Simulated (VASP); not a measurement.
# GaH5Pd (P4/mmm) in VASP: settings compared, part 2 of 2

VASP 6.6.1. Earlier steps stand in the parts before.

### Step 4. Relaxation of cell and atoms, PBEsol

This run uses another cell than the first one, of 11.00 Å³/atom, 1.382 times its volume.

Contents of INCAR:

```
ALGO = Normal
EDIFF = 1E-6
EDIFFG = -0.01
ENCUT = 600
GGA = PS
IBRION = 2
ISIF = 3
ISMEAR = -1
LASPH = True
LCHARG = False
LREAL = False
LWAVE = False
NELM = 100
NSW = 100
PREC = Accurate
SIGMA = 0.03
```

Contents of KPOINTS:

```
k-points
0
Gamma
  6 6 4
```

Contents of POSCAR:

```
GaH5Pd
1.0
    3.5168489900      0.0000000000      0.0000000000
    0.0000000000      3.5168489900      0.0000000000
    0.0000000000      0.0000000000      6.2263072700
Ga Pd H
1 1 5
Direct
    0.5000000000      0.5000000000      0.0000000000
    0.0000000000      0.0000000000      0.5000000000
    0.0000000000      0.5000000000      0.2963546500
    0.0000000000      0.5000000000      0.7036453500
    0.5000000000      0.0000000000      0.2963546500
    0.5000000000      0.0000000000      0.7036453500
    0.0000000000      0.0000000000      0.0000000000
```

Command:

```console
> cat potpaw_PBE.64/Ga_d/POTCAR potpaw_PBE.64/Pd/POTCAR potpaw_PBE.64/H/POTCAR > POTCAR
> mpirun -np 1 vasp_std > vasp.out
```

It took 6 min on 1 thread of Intel Xeon 6975P-C (Granite Rapids), shared host; peak memory 0.26 GiB.

It converged, with:

- Free energy: -24.0520 eV
- Relaxed volume: 7.94 Å³/atom
- Relaxed cell: a = 2.936 Å, b = 2.936 Å, c = 6.449 Å, α = 90.00°, β = 90.00°, γ = 90.00°
- Space group after relaxing (to 0.05 Å): P4/mmm (No. 123)
- Energy gained by relaxing: 493.6 meV/atom
- Ionic steps: 17
- Pressure after relaxing: 0.1 GPa
- Band gap on the k mesh: zero (band 14 reaches 7.17 eV, above the bottom of band 15 at 3.88 eV)

Stress tensor (GPa, compression positive):
```
0.16 0.00 0.00
0.00 0.16 0.00
0.00 0.00 0.08
```

Step by step:
| step | energy change (eV) | largest force (eV/Å) | pressure (GPa) | volume (Å³) |
| --- | --- | --- | --- | --- |
| 1 | 0.0000 | 1.2382 | -19.60 | 77.01 |
| 2 | -1.9769 | 1.0899 | -15.85 | 62.95 |
| 3 | -2.9673 | 0.5484 | -0.59 | 51.65 |
| 4 | -2.9834 | 0.3590 | 5.17 | 49.50 |
| 5 | -2.9875 | 0.4229 | 3.18 | 50.17 |
| 6 | -3.2105 | 0.2412 | 4.44 | 50.29 |
| 7 | -3.3190 | 0.0689 | 6.47 | 50.32 |
| 8 | -3.2274 | 0.2857 | 13.08 | 50.18 |
| 9 | -3.3361 | 0.0648 | 8.42 | 50.30 |
| 10 | -3.4285 | 0.2461 | -1.01 | 54.88 |
| 11 | -3.4307 | 0.2037 | 0.09 | 54.23 |
| 12 | -3.4432 | 0.1443 | -0.10 | 54.63 |
| 13 | -3.4509 | 0.0089 | -0.31 | 55.49 |
| 14 | -3.4515 | 0.0393 | -0.31 | 55.31 |
| 15 | -3.4536 | 0.0159 | 0.60 | 55.18 |
| 16 | -3.4536 | 0.0162 | 0.60 | 55.17 |
| 17 | -3.4549 | 0.0019 | 0.13 | 55.59 |

Final structure:
```cif
data_structure
_symmetry_space_group_name_H-M 'P 1'
_symmetry_Int_Tables_number 1
_cell_length_a 2.9359
_cell_length_b 2.9359
_cell_length_c 6.4489
_cell_angle_alpha 90.000
_cell_angle_beta 90.000
_cell_angle_gamma 90.000
_cell_volume 55.59
loop_
_atom_site_label
_atom_site_type_symbol
_atom_site_fract_x
_atom_site_fract_y
_atom_site_fract_z
_atom_site_occupancy
Ga1 Ga 0.50000 0.50000 0.00000 1
Pd1 Pd 0.00000 0.00000 0.50000 1
H1 H 0.00000 0.50000 0.34150 1
H2 H 0.00000 0.50000 0.65850 1
H3 H 0.50000 0.00000 0.34150 1
H4 H 0.50000 0.00000 0.65850 1
H5 H 0.00000 0.00000 0.00000 1
```

Levels at points of the mesh, in eV from the Fermi level:
| k point | band 10 | band 11 | band 12 | band 13 | band 14 | band 15 | band 16 | band 17 | band 18 |
| --- | --- | --- | --- | --- | --- | --- | --- | --- | --- |
| (0.00, 0.00, 0.00) | -4.53 | -3.90 | -3.90 | -2.93 | 2.07 | 2.29 | 4.22 | 5.40 | 6.61 |
| (0.50, 0.00, 0.00) | -3.88 | -3.87 | -3.83 | -3.74 | -3.32 | -0.98 | 0.51 | 7.12 | 7.64 |
| (0.50, 0.50, 0.00) | -4.46 | -3.92 | -2.60 | -2.46 | -1.66 | -0.08 | -0.08 | 3.06 | 3.40 |
| (0.00, 0.00, 0.50) | -5.07 | -3.90 | -3.90 | -2.93 | 0.49 | 2.01 | 4.69 | 5.58 | 6.87 |
| (0.50, 0.00, 0.50) | -4.98 | -4.35 | -3.83 | -3.74 | -2.18 | -1.22 | 2.72 | 3.74 | 6.70 |
| (0.50, 0.50, 0.50) | -4.17 | -3.63 | -2.89 | -2.60 | -1.81 | -0.83 | -0.83 | 3.45 | 4.22 |

Caveat: the volume moved by over 15 % at a fixed basis, so the end points are rough; the PAW data sets were made with another functional, which shifts forces and pressure a little.

### Step 5. Relaxation of cell and atoms, r2SCAN+rVV10

Contents of POSCAR:

```
GaH5Pd
1.0
    2.9380474746      0.0000000000      0.0000000000
    0.0000000000      2.9380474746      0.0000000000
    0.0000000000      0.0000000000      6.4571684151
Ga Pd H
1 1 5
Direct
    0.5000000000      0.5000000000      0.0000000000
    0.0000000000      0.0000000000      0.5000000000
    0.0000000000      0.5000000000      0.3419713414
    0.0000000000      0.5000000000      0.6580286586
    0.5000000000      0.0000000000      0.3419713414
    0.5000000000      0.0000000000      0.6580286586
    0.0000000000      0.0000000000      0.0000000000
```

Contents of INCAR.step1:

```
PREC = Accurate ; ENCUT = 600
ISMEAR = -1 ; SIGMA = 0.03
LREAL = False ; LASPH = True
NELM = 80 ; GGA = PE
ALGO = Normal ; EDIFF = 1E-4
LWAVE = True ; LCHARG = False
```

Contents of INCAR.step2:

```
PREC = Accurate ; ENCUT = 600
EDIFF = 1E-6 ; ISMEAR = -1
SIGMA = 0.03 ; LREAL = False
LASPH = True ; NELM = 80
ALGO = Normal ; ISIF = 3
LWAVE = False ; LCHARG = False
METAGGA = R2SCAN ; LMIXTAU = True
LUSE_VDW = True ; IVDW_NL = 2
BPARAM = 11.95 ; CPARAM = 0.0093
IBRION = 2 ; NSW = 100
EDIFFG = -0.01 ; ISTART = 1
```

Contents of KPOINTS:

```
regular mesh
0
Gamma
  8 8 4
```

Command:

```console
> cat potpaw_PBE.64/Ga_d/POTCAR potpaw_PBE.64/Pd/POTCAR potpaw_PBE.64/H/POTCAR > POTCAR
> cp INCAR.step1 INCAR
> mpirun -np 1 vasp_std > vasp.out
> cp INCAR.step2 INCAR
> mpirun -np 1 vasp_std > vasp.out
```

Wall time 14 min (1 thread of Intel Xeon 6975P-C (Granite Rapids), shared host); peak memory 0.36 GiB.

It converged, with:

```
Free energy                            : -48.2119 eV
Relaxed volume                         : 8.20 Å³/atom
Relaxed cell                           : a = 2.989 Å, b = 2.989 Å, c = 6.426 Å, α = 90.00°, β = 90.00°, γ = 90.00°
Space group after relaxing (to 0.05 Å) : P4/mmm (No. 123)
Energy gained by relaxing              : 3.3 meV/atom
Ionic steps                            : 11
Pressure after relaxing                : 0.0 GPa
Largest force after relaxing           : 0.005 eV/Å
Band gap on the k mesh                 : zero (band 14 reaches 6.77 eV, above the bottom of band 15 at 3.30 eV)
```

Forces in eV/Å, atoms in the order of the input:
```
Ga   0.000  0.000  0.000
Pd   0.000  0.000  0.000
H    0.000  0.000  0.005
H    0.000  0.000 -0.005
H    0.000  0.000  0.005
H    0.000  0.000 -0.005
H    0.000  0.000  0.000
```

Stress tensor (GPa, compression positive):
```
 0.03  0.00  0.00
 0.00  0.03  0.00
 0.00  0.00 -0.08
```

Step by step:
```csv
step,energy change (eV),largest force (eV/Å),pressure (GPa),volume (Å³)
1,0.0000,0.0414,1.84,55.74
2,-0.0112,0.0941,0.48,56.48
3,-0.0142,0.1538,-1.25,57.48
4,-0.0148,0.1371,-0.71,57.17
5,-0.0202,0.0838,-0.39,57.14
6,-0.0219,0.0316,-0.10,57.12
7,-0.0223,0.0173,0.16,57.06
8,-0.0224,0.0093,0.30,57.03
9,-0.0228,0.0125,0.14,57.20
10,-0.0229,0.0165,-0.05,57.40
11,-0.0230,0.0054,-0.01,57.43
```

Final structure:
```
Ga Pd H
1.0
     2.98949    0.00000    0.00000
     0.00000    2.98949    0.00000
     0.00000    0.00000    6.42588
Ga Pd H
1 1 5
Direct
  0.50000 0.50000 0.00000
  0.00000 0.00000 0.50000
  0.00000 0.50000 0.34669
  0.00000 0.50000 0.65331
  0.50000 0.00000 0.34669
  0.50000 0.00000 0.65331
  0.00000 0.00000 0.00000
```

Levels at points of the mesh, in eV from the Fermi level:
| k point | band 11 | band 12 | band 13 | band 14 | band 15 | band 16 | band 17 | band 18 |
| --- | --- | --- | --- | --- | --- | --- | --- | --- |
| (0.00, 0.00, 0.00) | -3.74 | -3.74 | -2.89 | 2.20 | 3.16 | 4.68 | 5.75 | 7.13 |
| (0.50, 0.00, 0.00) | -3.64 | -3.63 | -3.60 | -3.00 | -0.85 | 1.18 | 7.59 | 8.65 |
| (0.50, 0.50, 0.00) | -3.74 | -2.51 | -2.22 | -1.31 | 0.46 | 0.46 | 3.81 | 3.87 |
| (0.00, 0.00, 0.50) | -3.75 | -3.75 | -2.89 | 1.36 | 2.15 | 5.07 | 5.90 | 7.40 |
| (0.50, 0.00, 0.50) | -4.10 | -3.72 | -3.60 | -1.90 | -1.09 | 3.52 | 4.19 | 7.79 |
| (0.50, 0.50, 0.50) | -3.48 | -2.59 | -2.51 | -1.45 | -0.23 | -0.23 | 4.11 | 4.62 |

Caveat: the PAW data sets were made with another functional, which shifts forces and pressure a little.

### Step 6. The runs side by side

| task | level | cell | k mesh | cutoff (eV) | gap on the mesh (eV) | pressure (GPa) | relaxed volume (Å³/atom) | largest force (eV/Å) |
| --- | --- | --- | --- | --- | --- | --- | --- | --- |
| single point | PBEsol | a = 2.938, b = 2.938, c = 6.457 Å, 7 atoms | 6 × 6 × 4 | 520 | none | -0.1 | - | - |
| single point | r2SCAN+rVV10 | a = 2.990, b = 2.990, c = 6.430 Å, 7 atoms | 8 × 8 × 4 | 520 | none | 0.1 | - | 0.02 |
| relaxation of cell and atoms | PBEsol | relaxed from a = 3.517, b = 3.517, c = 6.226 Å, 7 atoms | 6 × 6 × 4 | 600 | none | 0.1 | 7.94 | - |
| relaxation of cell and atoms | r2SCAN+rVV10 | relaxed from a = 2.938, b = 2.938, c = 6.457 Å, 7 atoms | 8 × 8 × 4 | 600 | none | 0.0 | 8.20 | 0.01 |

Alike in all rows: potentials or basis VASP PAW PBE potentials, release 64 (Ga_d, Pd, H); no spin polarisation; smearing fermi-dirac 0.03 eV.

Caveats: the PAW data sets were made with another functional, which shifts forces and pressure a little; the volume moved by over 15 % at a fixed basis, so the end points are rough (some runs).

Absolute energies hang on the potentials; compare differences alone.
